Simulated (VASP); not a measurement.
# Ta2N (P-3m1) in VASP: notebook

Runs on Ta2N. Level: PBE. Tasks: single point, relaxation of cell and atoms.

Everything below comes from runs of VASP 6.6.1. Logs are shortened: lines on timing, memory, paths and dates and some standing lists are left out, and cuts for length are marked.

## Step 1: The cell of the first run

Symmetry: P-3m1, No. 164, trigonal system. The conventional cell has a = 3.113 Å, b = 3.113 Å, c = 4.870 Å, α = 90.00°, β = 90.00°, γ = 120.00°. Within 3.2 Å of Ta (site symmetry 3m) lie 3 N at 2.18 Å and 12 Ta at 2.99 to 3.11 Å. N (site symmetry -3m) has 6 Ta at 2.18 Å within 2.9 Å.

## Step 2: Single point, PBE, collinear spin

INCAR

```
ALGO = Normal ; EDIFF = 1E-7
ENCUT = 520 ; GGA = PE
ISIF = 2 ; ISMEAR = 0
ISPIN = 2 ; LASPH = True
LCHARG = False ; LMAXMIX = 4
LORBIT = 11 ; LREAL = False
LWAVE = False ; MAGMOM = 1 1 0
NBANDS = 24 ; NELM = 150
PREC = Accurate ; SIGMA = 0.1
```

KPOINTS

```
k-points
0
Gamma
  6 6 4
```

POSCAR

```
Ta2N
1.0
    3.1128615060      0.0000000000      0.0000000000
   -1.5564307530      2.6958171426      0.0000000000
    0.0000000000      0.0000000000      4.8698410000
Ta N
2 1
Direct
    0.6666666700      0.3333333300      0.7452890000
    0.3333333300      0.6666666700      0.2547110000
    0.0000000000      0.0000000000      0.0000000000
```

Potentials or basis: VASP PAW PBE potentials, release 64 (Ta_pv, N).

Run with:

```sh
$ cat potpaw_PBE.64/Ta_pv/POTCAR potpaw_PBE.64/N/POTCAR > POTCAR
$ mpirun -np 1 vasp_std > vasp.out
```

OUTCAR:

```text
EDIFF = 1E-7
   ENCUT = 520
   GGA = PE
   ISIF = 2
   ISMEAR = 0
   ISPIN = 2
   LASPH = True
   LORBIT = 11
   LREAL = False
   NELM = 150
   PREC = Accurate

 ion  position               nearest neighbor table
   1  0.667  0.333  0.745-   3 2.18   3 2.18   3 2.18   2 2.99   2 2.99   2 2.99   2 3.06   2 3.06
                             2 3.06
   2  0.333  0.667  0.255-   3 2.18   3 2.18   3 2.18   1 2.99   1 2.99   1 2.99   1 3.06   1 3.06
                             1 3.06
   3  0.000  0.000  0.000-   1 2.18   2 2.18   2 2.18   1 2.18   1 2.18   2 2.18

  LATTYP: Found a hexagonal cell.
 ALAT       =     3.1128615060
 C/A-ratio  =     1.5644258476

  Lattice vectors:

 A1 = (   3.1128615060,   0.0000000000,   0.0000000000)
 A2 = (  -1.5564307530,   2.6958171426,   0.0000000000)
 A3 = (   0.0000000000,   0.0000000000,   4.8698410000)

Analysis of symmetry for initial positions (statically):
=====================================================================
 Subroutine PRICEL returns:
 Original cell was already a primitive cell.

 Routine SETGRP: Setting up the symmetry group for a
 hexagonal supercell.

 Subroutine GETGRP returns: Found 12 space group operations
 (whereof 12 operations were pure point group operations)
 out of a pool of 24 trial point group operations.

The static configuration has the point symmetry D_3d.

Analysis of symmetry for dynamics (positions and initial velocities):
=====================================================================
 Subroutine PRICEL returns:
 Original cell was already a primitive cell.

 Routine SETGRP: Setting up the symmetry group for a
 hexagonal supercell.

 Subroutine GETGRP returns: Found 12 space group operations
 (whereof 12 operations were pure point group operations)
 out of a pool of 24 trial point group operations.

The dynamic configuration has the point symmetry D_3d.

Analysis of structural, dynamic, and magnetic symmetry:
=====================================================================
 Subroutine PRICEL returns:
 Original cell was already a primitive cell.

 Routine SETGRP: Setting up the symmetry group for a
 hexagonal supercell.

 Subroutine GETGRP returns: Found 12 space group operations
 (whereof 12 operations were pure point group operations)
 out of a pool of 24 trial point group operations.

The overall configuration has the point symmetry D_3d.

 Subroutine INISYM returns: Found 12 space group operations
 (whereof 12 operations are pure point group operations),
 and found     1 'primitive' translations

----------------------------------------------------------------------------------------

                                     Primitive cell

  volume of cell :      40.8663

  direct lattice vectors                    reciprocal lattice vectors
     3.112861506  0.000000000  0.000000000     0.321247829  0.185472520  0.000000000
    -1.556430753  2.695817143  0.000000000     0.000000000  0.370945041  0.000000000
     0.000000000  0.000000000  4.869841000     0.000000000  0.000000000  0.205345513

  length of vectors
     3.112861506  3.112861506  4.869841000     0.370945041  0.370945041  0.205345513

  position of ions in fractional coordinates (direct lattice)
     0.666666670  0.333333330  0.745289000
     0.333333330  0.666666670  0.254711000
     0.000000000  0.000000000  0.000000000

  ion indices of the primitive-cell ions
   primitive index   ion index
                 1           1
                 2           2
                 3           3

----------------------------------------------------------------------------------------

 KPOINTS: k-points

Automatic generation of k-mesh.
 Grid dimensions read from file:
 generate k-points for:    6    6    4

 Generating k-lattice:

  Cartesian coordinates                     Fractional coordinates (reciprocal lattice)
     0.053541305  0.030912087  0.000000000     0.166666667  0.000000000  0.000000000
     0.000000000  0.061824173  0.000000000     0.000000000  0.166666667  0.000000000
     0.000000000  0.000000000  0.051336378     0.000000000  0.000000000  0.250000000

  Length of vectors
     0.061824173  0.061824173  0.051336378

  Shift w.r.t. Gamma in fractional coordinates (k-lattice)
     0.000000000  0.000000000  0.000000000

 Subroutine IBZKPT returns following result:
 ===========================================

 Found     24 irreducible k-points:

 Following reciprocal coordinates:
            Coordinates               Weight
  0.000000  0.000000  0.000000      1.000000
  0.166667  0.000000  0.000000      6.000000
  0.333333 -0.000000  0.000000      6.000000
  0.500000  0.000000  0.000000      3.000000
  0.166667  0.166667  0.000000      6.000000
  0.333333  0.166667  0.000000     12.000000
[... 16 lines left out ...]
  0.333333  0.166667  0.500000     12.000000
  0.333333  0.333333  0.500000      2.000000
   k-points           NKPTS =     24   k-points in BZ     NKDIM =     24   number of bands    NBANDS=     24
   number of dos      NEDOS =    301   number of ions     NIONS =      3
   total plane-waves  NPLWV =  20736
   dimension x,y,z NGX =    24 NGY =   24 NGZ =   36
   dimension x,y,z NGXF=    48 NGYF=   48 NGZF=   72
   ions per type =               2   1
   NGX,Y,Z   is equivalent  to a cutoff of  12.82, 12.82, 12.29 a.u.
   NGXF,Y,Z  is equivalent  to a cutoff of  25.63, 25.63, 24.58 a.u.
 SYSTEM =  unknown system
   PREC   = accura    normal or accurate (medium, high low for compatibility)
   ISTART =      0    job   : 0-new  1-cont  2-samecut
   ICHARG =      2    charge: 1-file 2-atom 10-const
   ISPIN  =      2    spin polarized calculation?
   LNONCOLLINEAR =      F non collinear calculations
   LSORBIT =      F    spin-orbit coupling
   LASPH  =      T    aspherical Exc in radial PAW
   ENCUT  =  520.0 eV  38.22 Ry    6.18 a.u.   5.79  5.79  9.05*2*pi/ulx,y,z
   NELM   =    150;   NELMIN=  2; NELMDL= -5     # of ELM steps
   EDIFF  = 0.1E-06   stopping-criterion for ELM
   LREAL  =      F    real-space projection
   EDIFFG = 0.1E-05   stopping-criterion for IOM
   NSW    =      0    number of steps for IOM
   IBRION =     -1    ionic relax: 0-MD 1-quasi-New 2-CG
   NFREE  =      0    steps in history (QN), initial steepest desc. (CG)
   ISIF   =      2    stress and relaxation
   ISYM   =      2    0-nonsym 1-usesym 2-fastsym
   POTIM  = 0.5000    time-step for ionic-motion
   TEBEG  =    0.0;   TEEND  =   0.0 temperature during run
   PSTRESS=    0.0 pullay stress
   NELECT =      27.0000    total number of electrons
   NUPDOWN=      -1.0000    fix difference up-down
   EMIN   =  10.00;   EMAX   =-10.00  energy-range for DOS
   EFERMI =   0.00;   METHOD = LEGACY
   ISMEAR =     0;   SIGMA  =   0.10  broadening in eV -4-tet -1-fermi 0-gaus
   EFERMI_NEDOS =   21; number of points for ismear=-14 and -15
   IALGO  =     38    algorithm
   IMIX   =      4    mixing-type and parameters
     AMIX     =   0.40;   BMIX     =  1.00
     AMIX_MAG =   1.60;   BMIX_MAG =  1.00
  volume/ion in A,a.u.               =      13.62        91.93
  Fermi-wavevector in a.u.,A,eV,Ry     =   1.425852  2.694469 27.661374  2.033054
  Thomas-Fermi vector in A             =   2.546192
   LORBIT       =     11    0 simple, 1 ext, 2 COOP (PROOUT), +10 PAW based schemes
   GGA     = PE    functional components
   LHFCALC =     F    Hartree Fock is set to
   AEXX    =    0.0000 exact exchange contribution
   IVDW    =     0    specifies the selected vdW correction
   LEPSILON=     F    determine dielectric tensor
   LRPA    =     F    only Hartree local field effects (RPA)
 spin polarized calculation
 Gauss-broadening in eV      SIGMA  =   0.10
  energy-cutoff  :      520.00
  volume of cell :       40.87
 maximum number of plane-waves:      1112
 NGX is ok and might be reduce to    24
   NGX = 11   NGY = 11   NGZ = 19

 number of electron      26.9999996 magnetization      -0.0000019

 number of electron      26.9999996 magnetization       0.0000017

 Free energy of the ion-electron system (eV)
  ---------------------------------------------------
  ext. energy  EPLUGINS =         0.00000000
  ---------------------------------------------------
  free energy    TOTEN  =       -34.37693218 eV

  energy without entropy =      -34.37081145  energy(sigma->0) =      -34.37387181

 E-fermi :   7.5530     XC(G=0): -12.8467

 val. band max:        7.3575561432   @ k =   0.1667   0.0000   0.0000
 cond. band min:       7.5621851324   @ k =   0.1667   0.0000   0.2500
 fundamental gap:      0.2046289892
 Fermi energy:         7.5530338801

 spin component 1

 k-point     1 :       0.0000    0.0000    0.0000
  band No.  band energies     occupation
      1     -28.2226      1.00000
      2     -27.5084      1.00000
      3     -27.5084      1.00000
      4     -27.3832      1.00000
      5     -27.3832      1.00000
      6     -27.2689      1.00000
[... 16 lines left out ...]
     23      17.3732      0.00000
     24      20.6152      0.00000
[... 597 lines left out ...]
      1     -28.0212      1.00000
      2     -28.0212      1.00000
      3     -27.9003      1.00000
      4     -27.8511      1.00000
      5     -27.4334      1.00000
      6     -27.4334      1.00000
[... 16 lines left out ...]
     23      18.9894      0.00000
     24      18.9894      0.00000
 Fermi energy:         7.5530338801

 spin component 2

 k-point     1 :       0.0000    0.0000    0.0000
  band No.  band energies     occupation
      1     -28.2226      1.00000
      2     -27.5084      1.00000
      3     -27.5084      1.00000
      4     -27.3832      1.00000
      5     -27.3832      1.00000
      6     -27.2690      1.00000
[... 16 lines left out ...]
     23      17.3732      0.00000
     24      20.6152      0.00000
[... 598 lines left out ...]
      2     -28.0212      1.00000
      3     -27.9003      1.00000
      4     -27.8511      1.00000
      5     -27.4334      1.00000
      6     -27.4334      1.00000
[... 16 lines left out ...]
     23      18.9894      0.00000
     24      18.9894      0.00000

------------------------ aborting loop because EDIFF is reached ----------------------------------------

  FORCE on cell =-STRESS in cart. coord.  units (eV):
  Direction    XX          YY          ZZ          XY          YZ          ZX
  --------------------------------------------------------------------------------------
  -------------------------------------------------------------------------------------
  Total       -0.2379313     -0.2379313     -0.1121947      0.0000000     -0.0000000      0.0000000
  in kB       -9.3281840     -9.3281840     -4.3986332      0.0000000     -0.0000000      0.0000000
  external PRESSURE =      -7.6850004 kB  Pullay stress =       0.0000000 kB

 VOLUME and BASIS-vectors are now :
 -----------------------------------------------------------------------------
  energy-cutoff  :      520.00
  volume of cell :       40.87
      direct lattice vectors                 reciprocal lattice vectors
     3.112861506  0.000000000  0.000000000     0.321247829  0.185472520  0.000000000
    -1.556430753  2.695817143  0.000000000     0.000000000  0.370945041  0.000000000
     0.000000000  0.000000000  4.869841000     0.000000000  0.000000000  0.205345513

 POSITION                                       TOTAL-FORCE (eV/Angst)
 -----------------------------------------------------------------------------------
      1.55643      0.89861      3.62944         0.000000     -0.000000      0.236261
     -0.00000      1.79721      1.24040        -0.000000      0.000000     -0.236261
      0.00000      0.00000      0.00000         0.000000      0.000000      0.000000
 -----------------------------------------------------------------------------------
    total drift:                               -0.000000     -0.000000      0.000000

  FREE ENERGIE OF THE ION-ELECTRON SYSTEM (eV)
  ---------------------------------------------------
  free  energy   TOTEN  =       -34.3769321817 eV

  energy  without entropy=      -34.3708114479  energy(sigma->0) =      -34.37387181

 total charge

# of ion       s       p       d       tot
------------------------------------------
    1        0.312   6.220   2.344   8.876
    2        0.312   6.220   2.344   8.876
    3        1.244   2.503   0.000   3.747
--------------------------------------------------
tot          1.868  14.943   4.689  21.499

 magnetization (x)

# of ion       s       p       d       tot
------------------------------------------
    1       -0.000  -0.000  -0.000  -0.000
    2       -0.000  -0.000  -0.000  -0.000
    3       -0.000   0.000   0.000   0.000
--------------------------------------------------
tot         -0.000   0.000  -0.000  -0.000
```

It took 66 s on 1 thread of Intel Xeon 8259CL, shared host; peak memory 0.19 GiB.

What came out:

```yaml
Free_energy: -34.3769 eV
Pressure: -0.8 GPa
Largest_force: 0.236 eV/Å
Net_moment: 0.00 μB per cell
Valence_electrons_inside_the_program's_atomic_spheres: Ta 8.88; N 3.75
```

Forces in eV/Å, atoms in the order of the input:
```
Ta   0.000  0.000  0.236
Ta   0.000  0.000 -0.236
N    0.000  0.000  0.000
```

Stress tensor (GPa, compression positive):
```
-0.93  0.00  0.00
 0.00 -0.93  0.00
 0.00  0.00 -0.44
```

Caveat: the k points lie up to 0.39 Å⁻¹ apart; spin-orbit coupling is left out, which moves the levels of the heavy elements.

## Step 3: Single point, PBE

This run uses another cell than the first one, of 13.55 Å³/atom.

INCAR

```
  PREC = Accurate
  ENCUT = 520
  EDIFF = 1E-6
  ISMEAR = 0
  SIGMA = 0.1
  LREAL = F
  LASPH = T
  NELM = 100
  ALGO = Normal
  ISIF = 2
  LWAVE = F
  LCHARG = T
  GGA = PE
  LELF = T
  LVHAR = T
  NBANDS = 20
```

KPOINTS

```
Automatic mesh
0
Gamma
  18 18 10
```

POSCAR

```
Ta2N
1.0
    3.1011400584      0.0000000000      0.0000000000
   -1.5505700292      2.6856660713      0.0000000000
    0.0000000000      0.0000000000      4.8818900414
Ta N
2 1
Direct
    0.6666666667      0.3333333333      0.7449050326
    0.3333333333      0.6666666667      0.2550949674
    0.0000000000      0.0000000000      0.0000000000
```

Potentials or basis: VASP PAW PBE potentials, release 64 (Ta_pv, N).

Run with:

```sh
$ cat potpaw_PBE.64/Ta_pv/POTCAR potpaw_PBE.64/N/POTCAR > POTCAR
$ mpirun -np 1 vasp_std > vasp.out
```

Wall time 4.2 min (1 thread of Intel Xeon 8259CL, shared host); peak memory 0.35 GiB.

The run converged. Its results:

| Property | Result |
| --- | --- |
| Free energy | -34.3868 eV |
| Pressure | 0.4 GPa |
| Largest force | 0.045 eV/Å |
| Band gap on the k mesh | zero (an odd number of electrons rules out a gap without spin polarisation) |

Forces in eV/Å, atoms in the order of the input:
```
Ta   0.000  0.000 -0.045
Ta   0.000  0.000  0.045
N    0.000  0.000  0.000
```

Levels at points of the mesh, in eV from the Fermi level:
```csv
k point,band 10,band 11,band 12,band 13,band 14,band 15,band 16,band 17
"(0.00, 0.00, 0.00)",-6.01,-4.98,-0.71,-0.23,-0.23,0.26,0.33,0.33
"(0.50, 0.00, 0.00)",-6.34,-4.55,-2.61,-1.36,1.69,1.95,3.77,4.01
"(0.00, 0.00, 0.50)",-6.19,-2.92,-2.66,-1.09,-1.09,1.76,1.96,2.30
"(0.50, 0.00, 0.50)",-6.08,-3.30,-2.16,-2.11,-0.32,0.74,3.36,3.59
```

Caveat: spin-orbit coupling is left out, which moves the levels of the heavy elements.

## Step 4: Single point, PBE

This run uses another cell than the first one, of 13.55 Å³/atom.

INCAR

```
SYSTEM = Ta2N
ALGO     = Normal         ! electronic algorithm
EDIFF    = 1E-7           ! SCF threshold, eV
ENCUT    = 520            ! plane-wave cutoff, eV
GGA      = PE             ! functional
ISIF     = 2              ! what is computed and relaxed
ISMEAR   = 0              ! smearing method
LASPH    = .True.         ! aspherical terms in the spheres
LCHARG   = .False.        ! write CHGCAR
LREAL    = .False.        ! projectors in reciprocal space
LWAVE    = .False.        ! write WAVECAR
NBANDS   = 20             ! bands
NELM     = 60             ! most SCF steps
PREC     = Accurate       ! precision mode
SIGMA    = 0.15           ! smearing width, eV
```

KPOINTS

```
k-points
0
Gamma
  18 18 10
  0 0 0
```

POSCAR is that of step 3.

Potentials or basis: VASP PAW PBE potentials, release 64 (Ta_pv, N).

Run with:

```sh
$ cat potpaw_PBE.64/Ta_pv/POTCAR potpaw_PBE.64/N/POTCAR > POTCAR
$ mpirun -np 1 vasp_std > vasp.out
```

OUTCAR:

```text
SYSTEM = Ta2N
   EDIFF = 1E-7
   ENCUT = 520
   GGA = PE
   ISIF = 2
   ISMEAR = 0
   LASPH = .True.
   LREAL = .False.
   NELM = 60
   PREC = Accurate

 ion  position               nearest neighbor table
   1  0.667  0.333  0.745-   3 2.18   3 2.18   3 2.18   2 2.99   2 2.99   2 2.99   2 3.07   2 3.07
                             2 3.07
   2  0.333  0.667  0.255-   3 2.18   3 2.18   3 2.18   1 2.99   1 2.99   1 2.99   1 3.07   1 3.07
                             1 3.07
   3  0.000  0.000  0.000-   1 2.18   2 2.18   1 2.18   2 2.18   1 2.18   2 2.18

  LATTYP: Found a hexagonal cell.
 ALAT       =     3.1011400584
[... 748 lines left out ...]
  Direction    XX          YY          ZZ          XY          YZ          ZX
  --------------------------------------------------------------------------------------
  -------------------------------------------------------------------------------------
  Total        0.1132597      0.1132597      0.1072910      0.0000000     -0.0000000      0.0000000
  in kB        4.4629766      4.4629766      4.2277793      0.0000000     -0.0000000      0.0000000
  external PRESSURE =       4.3845775 kB  Pullay stress =       0.0000000 kB

 VOLUME and BASIS-vectors are now :
 -----------------------------------------------------------------------------
  energy-cutoff  :      520.00
  volume of cell :       40.66
      direct lattice vectors                 reciprocal lattice vectors
     3.101140058  0.000000000  0.000000000     0.322462056  0.186173555  0.000000000
    -1.550570029  2.685666071  0.000000000     0.000000000  0.372347110  0.000000000
     0.000000000  0.000000000  4.881890041     0.000000000  0.000000000  0.204838698

 POSITION                                       TOTAL-FORCE (eV/Angst)
 -----------------------------------------------------------------------------------
      1.55057      0.89522      3.63654        -0.000000     -0.000000     -0.039135
     -0.00000      1.79044      1.24535         0.000000      0.000000      0.039135
      0.00000      0.00000      0.00000        -0.000000      0.000000      0.000000
 -----------------------------------------------------------------------------------
    total drift:                                0.000000     -0.000000      0.000000

  FREE ENERGIE OF THE ION-ELECTRON SYSTEM (eV)
  ---------------------------------------------------
  free  energy   TOTEN  =       -34.3907665222 eV

  energy  without entropy=      -34.3767415823  energy(sigma->0) =      -34.38375405
```

stdout:

```text
POSCAR found type information on POSCAR TaN
 POSCAR found :  2 types and       3 ions
 scaLAPACK will be used
 LDA part: xc-table for (Slater+PW92), standard interpolation
 POSCAR, INCAR and KPOINTS ok, starting setup
 FFT: planning ... GRIDC
 FFT: planning ... GRID_SOFT
 FFT: planning ... GRID
 WAVECAR not read
 entering main loop
```

It took 4.4 min on 1 thread of Intel Xeon 8259CL, shared host; peak memory 0.35 GiB.

Results:

| Property | Result |
| --- | --- |
| Free energy | -34.3908 eV |
| Pressure | 0.4 GPa |
| Largest force | 0.039 eV/Å |
| Band gap on the k mesh | zero (an odd number of electrons rules out a gap without spin polarisation) |

Forces in eV/Å, atoms in the order of the input:
```
Ta   0.000  0.000 -0.039
Ta   0.000  0.000  0.039
N    0.000  0.000  0.000
```

Levels at points of the mesh, in eV from the Fermi level:
```
           k point  band 11  band 12  band 13  band 14  band 15  band 16
(0.00, 0.00, 0.00)    -4.98    -0.71    -0.23    -0.23     0.26     0.33
(0.50, 0.00, 0.00)    -4.55    -2.61    -1.36     1.69     1.95     3.77
(0.00, 0.00, 0.50)    -2.92    -2.66    -1.09    -1.09     1.76     1.96
(0.50, 0.00, 0.50)    -3.30    -2.15    -2.11    -0.32     0.74     3.36
```

Caveat: spin-orbit coupling is left out, which moves the levels of the heavy elements.

(Continued in part 2 of 2.)

The gap in the log of VASP goes by the Fermi energy; the results here count the filled bands.